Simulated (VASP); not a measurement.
# Cd2Br (R3m) in VASP: notebook

Cd2Br is run at these levels: PBE; tasks: single point.

All numbers are computed with VASP 6.6.1; they aren't measurements. Logs are shortened: lines on timing, memory, paths and dates and some standing lists are left out, and cuts for length are marked.

### 1 The cell of the first run

Symmetry: R3m, No. 160, trigonal system. Conventional cell: a = 3.506 Å, b = 3.506 Å, c = 20.362 Å, α = 90.00°, β = 90.00°, γ = 120.00°. Cd (site symmetry 3m) has 3 Br at 2.62 Å and 1 Cd at 3.33 Å within 3.5 Å. Within 3.5 Å of Cd (site symmetry 3m) lie 3 Br at 2.62 Å and 1 Cd at 3.33 Å. Br (site symmetry 3m) has 6 Cd at 2.62 Å within 3.5 Å.

### 2 Single point, PBE

File INCAR:

```
ALGO = Normal
EDIFF = 1E-6
ENCUT = 520
GGA = PE
ISIF = 2
ISMEAR = 0
LASPH = True
LCHARG = False
LREAL = False
LWAVE = False
NBANDS = 22
NELM = 100
PREC = Accurate
SIGMA = 0.1
```

File KPOINTS:

```
k-points
0
Gamma
  6 6 6
```

File POSCAR:

```
Cd2Br
1.0
    1.7529541634      1.0120685581      6.7871731871
   -1.7529541634      1.0120685581      6.7871731871
    0.0000000000     -2.0241371161      6.7871731871
Cd Br
2 1
Direct
    0.7484000000      0.7484000000      0.7484000000
    0.5849000000      0.5849000000      0.5849000000
    0.0000000000      0.0000000000      0.0000000000
```

Potentials or basis: VASP PAW PBE potentials, release 64 (Cd, Br).

Started as:

```sh
$ cat potpaw_PBE.64/Cd/POTCAR potpaw_PBE.64/Br/POTCAR > POTCAR
$ mpirun -np 1 vasp_std > vasp.out
```

OUTCAR:

```text
EDIFF = 1E-6
   ENCUT = 520
   GGA = PE
   ISIF = 2
   ISMEAR = 0
   LASPH = True
   LREAL = False
   NELM = 100
   PREC = Accurate

 ion  position               nearest neighbor table
   1  0.748  0.748  0.748-   3 2.62   3 2.62   3 2.62   2 3.33
   2  0.585  0.585  0.585-   3 2.62   3 2.62   3 2.62   1 3.33
   3  0.000  0.000  0.000-   1 2.62   1 2.62   1 2.62   2 2.62   2 2.62   2 2.62

  LATTYP: Found a trigonal (rhomboedric) cell.
 ALAT       =     7.0825737509
 COS(alpha) =     0.8774851014

  Lattice vectors:

 A1 = (   1.7529541634,   1.0120685581,   6.7871731871)
 A2 = (  -1.7529541634,   1.0120685581,   6.7871731871)
 A3 = (   0.0000000000,  -2.0241371161,   6.7871731871)

Analysis of symmetry for initial positions (statically):
=====================================================================
 Subroutine PRICEL returns:
 Original cell was already a primitive cell.

 Routine SETGRP: Setting up the symmetry group for a
 trigonal (rhombohedral) supercell.

 Subroutine GETGRP returns: Found  6 space group operations
 (whereof  6 operations were pure point group operations)
 out of a pool of 12 trial point group operations.

The static configuration has the point symmetry C_3v.

Analysis of symmetry for dynamics (positions and initial velocities):
=====================================================================
 Subroutine PRICEL returns:
 Original cell was already a primitive cell.

 Routine SETGRP: Setting up the symmetry group for a
 trigonal (rhombohedral) supercell.

 Subroutine GETGRP returns: Found  6 space group operations
 (whereof  6 operations were pure point group operations)
 out of a pool of 12 trial point group operations.

The dynamic configuration has the point symmetry C_3v.

 Subroutine INISYM returns: Found  6 space group operations
 (whereof  6 operations are pure point group operations),
 and found     1 'primitive' translations

----------------------------------------------------------------------------------------

                                     Primitive cell

  volume of cell :      72.2471

  direct lattice vectors                    reciprocal lattice vectors
     1.752954163  1.012068558  6.787173187     0.285232786  0.164679226  0.049112248
    -1.752954163  1.012068558  6.787173187    -0.285232786  0.164679226  0.049112248
     0.000000000 -2.024137116  6.787173187     0.000000000 -0.329358452  0.049112248

[... 83 lines left out ...]
   ENCUT  =  520.0 eV  38.22 Ry    6.18 a.u.  13.17 13.17 13.17*2*pi/ulx,y,z
   NELM   =    100;   NELMIN=  2; NELMDL= -5     # of ELM steps
   EDIFF  = 0.1E-05   stopping-criterion for ELM
   LREAL  =      F    real-space projection
   EDIFFG = 0.1E-04   stopping-criterion for IOM
   NSW    =      0    number of steps for IOM
   IBRION =     -1    ionic relax: 0-MD 1-quasi-New 2-CG
   NFREE  =      0    steps in history (QN), initial steepest desc. (CG)
   ISIF   =      2    stress and relaxation
   ISYM   =      2    0-nonsym 1-usesym 2-fastsym
   POTIM  = 0.5000    time-step for ionic-motion
   TEBEG  =    0.0;   TEEND  =   0.0 temperature during run
   PSTRESS=    0.0 pullay stress
   NELECT =      31.0000    total number of electrons
   NUPDOWN=      -1.0000    fix difference up-down
   EMIN   =  10.00;   EMAX   =-10.00  energy-range for DOS
   EFERMI =   0.00;   METHOD = LEGACY
   ISMEAR =     0;   SIGMA  =   0.10  broadening in eV -4-tet -1-fermi 0-gaus
   EFERMI_NEDOS =   21; number of points for ismear=-14 and -15
   IALGO  =     38    algorithm
   IMIX   =      4    mixing-type and parameters
     AMIX     =   0.40;   BMIX     =  1.00
     AMIX_MAG =   1.60;   BMIX_MAG =  1.00
  volume/ion in A,a.u.               =      24.08       162.52
  Fermi-wavevector in a.u.,A,eV,Ry     =   1.234777  2.333390 20.744450  1.524674
  Thomas-Fermi vector in A             =   2.369453
   LORBIT       =      0    0 simple, 1 ext, 2 COOP (PROOUT), +10 PAW based schemes
   GGA     = PE    functional components
   LHFCALC =     F    Hartree Fock is set to
   AEXX    =    0.0000 exact exchange contribution
   IVDW    =     0    specifies the selected vdW correction
   LEPSILON=     F    determine dielectric tensor
   LRPA    =     F    only Hartree local field effects (RPA)
 non-spin polarized calculation
 Gauss-broadening in eV      SIGMA  =   0.10
  energy-cutoff  :      520.00
  volume of cell :       72.25
 maximum number of plane-waves:      1990
 NGX is ok and might be reduce to    54
   NGX = 27   NGY = 27   NGZ = 27

 number of electron      30.9999999 magnetization

 Free energy of the ion-electron system (eV)
  ---------------------------------------------------
  ext. energy  EPLUGINS =         0.00000000
  ---------------------------------------------------
  free energy    TOTEN  =        -1.20662573 eV

  energy without entropy =       -1.19747661  energy(sigma->0) =       -1.20205117

 E-fermi :   3.3221     XC(G=0):  -9.9879

 val. band max:        3.3202625910   @ k =  -0.1667   0.1667   0.1667
 cond. band min:       3.4035115330   @ k =   0.3333  -0.0000   0.0000
 fundamental gap:      0.0832489420
 Fermi energy:         3.3221380692

 k-point     1 :       0.0000    0.0000    0.0000
  band No.  band energies     occupation
      1     -15.4432      2.00000
      2      -6.2818      2.00000
      3      -6.1094      2.00000
      4      -6.1094      2.00000
      5      -6.0472      2.00000
      6      -5.7744      2.00000
[... 589 lines left out ...]
     21       8.7408      0.00000
     22      10.5927      0.00000

 [... further k-points ...]

------------------------ aborting loop because EDIFF is reached ----------------------------------------

  FORCE on cell =-STRESS in cart. coord.  units (eV):
  Direction    XX          YY          ZZ          XY          YZ          ZX
  --------------------------------------------------------------------------------------
  -------------------------------------------------------------------------------------
  Total        8.2928123      8.2928122     11.1747132      0.0000000      0.0000000      0.0000000
  in kB      183.9042394    183.9042394    247.8142596      0.0000000      0.0000000      0.0000000
  external PRESSURE =     205.2075795 kB  Pullay stress =       0.0000000 kB

 VOLUME and BASIS-vectors are now :
 -----------------------------------------------------------------------------
  energy-cutoff  :      520.00
  volume of cell :       72.25
      direct lattice vectors                 reciprocal lattice vectors
     1.752954163  1.012068558  6.787173187     0.285232786  0.164679226  0.049112248
    -1.752954163  1.012068558  6.787173187    -0.285232786  0.164679226  0.049112248
     0.000000000 -2.024137116  6.787173187     0.000000000 -0.329358452  0.049112248

 POSITION                                       TOTAL-FORCE (eV/Angst)
 -----------------------------------------------------------------------------------
      0.00000      0.00000     15.23856         0.000000      0.000000      4.079887
      0.00000      0.00000     11.90945         0.000000     -0.000000     -4.107227
      0.00000      0.00000      0.00000         0.000000      0.000000      0.027340
 -----------------------------------------------------------------------------------
    total drift:                               -0.000000     -0.000000      0.000144

  FREE ENERGIE OF THE ION-ELECTRON SYSTEM (eV)
  ---------------------------------------------------
  free  energy   TOTEN  =        -1.2066257292 eV

  energy  without entropy=       -1.1974766082  energy(sigma->0) =       -1.20205117
```

OSZICAR:

```text
N       E                     dE             d eps       ncg     rms          rms(c)
DAV:   1     0.218977213440E+03    0.21898E+03   -0.15222E+04  1408   0.131E+03
DAV:   2     0.748941382553E+01   -0.21149E+03   -0.19978E+03  1570   0.341E+02
DAV:   3    -0.130727585954E+01   -0.87967E+01   -0.87252E+01  1684   0.697E+01
DAV:   4    -0.136137806751E+01   -0.54102E-01   -0.53954E-01  1498   0.527E+00
DAV:   5    -0.136167682946E+01   -0.29876E-03   -0.29872E-03  1708   0.365E-01    0.159E+01
DAV:   6    -0.122802328448E+01    0.13365E+00   -0.21142E-01  1504   0.461E+00    0.101E+01
DAV:   7    -0.121153466613E+01    0.16489E-01   -0.17548E-01  1522   0.248E+00    0.513E-01
DAV:   8    -0.120640492469E+01    0.51297E-02   -0.22577E-02  1504   0.144E+00    0.241E-01
DAV:   9    -0.120653190788E+01   -0.12698E-03   -0.25915E-03  1672   0.352E-01    0.123E-01
DAV:  10    -0.120659343337E+01   -0.61525E-04   -0.74350E-05  1564   0.773E-02    0.439E-02
DAV:  11    -0.120662650396E+01   -0.33071E-04   -0.34643E-05  1600   0.355E-02    0.117E-02
DAV:  12    -0.120662572915E+01    0.77481E-06   -0.32986E-06  1384   0.175E-02
   1 F= -.12066257E+01 E0= -.12020512E+01  d E =-.914912E-02
```

Run time: 1.9 min. Hardware: 1 thread of Intel Xeon Platinum 8488C (Sapphire Rapids), shared host; peak memory 0.38 GiB.

What came out:

* Free energy: -1.2066 eV
* Pressure: 20.5 GPa
* Largest force: 4.107 eV/Å

Forces in eV/Å, atoms in the order of the input:
```
Cd   0.000  0.000  4.080
Cd   0.000  0.000 -4.107
Br   0.000  0.000  0.027
```

Caveat: an odd number of electrons without spin polarisation forces a metal; a magnetic or distorted state may lie lower.

(Continued in part 2 of 2.)
